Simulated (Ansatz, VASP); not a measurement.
# Two plane-wave programs on Mo

Contents of POSCAR:

```
Mo
1.0
   -1.5710000000      1.6416950000      1.5710000000
    1.5710000000     -1.6416950000      1.5710000000
    1.5710000000      1.6416950000     -1.5710000000
Mo
1
Direct
    0.0000000000      0.0000000000      0.0000000000
```

File INCAR.step1:

```
PREC = Accurate
ENCUT = 520
ISMEAR = 0
SIGMA = 0.15
LREAL = F
LASPH = T
NELM = 80
NBANDS = 13
GGA = PE
ALGO = Normal
EDIFF = 1E-4
LWAVE = T
LCHARG = F
```

INCAR.step2

```
PREC = Accurate
ENCUT = 520
EDIFF = 1E-6
ISMEAR = 0
SIGMA = 0.15
LREAL = F
LASPH = T
NELM = 80
ALGO = Normal
ISIF = 2
LWAVE = F
LCHARG = F
METAGGA = R2SCAN
LMIXTAU = T
NBANDS = 13
ISTART = 1
```

The input KPOINTS:

```
Automatic mesh
0
Gamma
  22 22 22
```

Input for Ansatz:

```yaml
crystal:
  lattice:
    - [-1.571, 1.641695, 1.571]
    - [1.571, -1.641695, 1.571]
    - [1.571, 1.641695, -1.571]
  atoms:
    - { symbol: Mo, position: [0.0, 0.0, 0.0] }
basis:
  ecutwfc: 500
kpoints:
  mp_grid: { grid: [22, 22, 22] }
hamiltonian:
  xc: r2scan
scf:
  occupations: { method: gaussian, width: 0.15 }
output:
  forces: true
  stress: true
  eigenvalues: true
```

Change from the starting cell: strain +0.0450 x Voigt [0, 1, 0, 0, 0, 0], atoms carried along.

Alike in both runs: task single point; functional r2SCAN; k mesh 22 × 22 × 22; occupations gaussian, width 0.15 eV; no spin polarisation.

```csv
,VASP,Ansatz
version,VASP 6.6.1,Ansatz 0.2.0
potentials or method,"VASP PAW PBE potentials, release 64 (Mo_sv), cutoff 520 eV","scalar-relativistic, plane waves, PAW"
valence electrons in the cell,14,14
```

```csv
,VASP,Ansatz,Ansatz less VASP
gap on the k mesh at the Fermi level (eV),none,none,-
pressure (GPa),-7.8,-8.7,-0.97
"traceless stress, the component that is largest in VASP (GPa)",-8.59,-8.59,-0.002
```

VASP's potentials were made for PBE, not for r2SCAN. A gap of «none» marks a metal or a gap that the smearing closes.
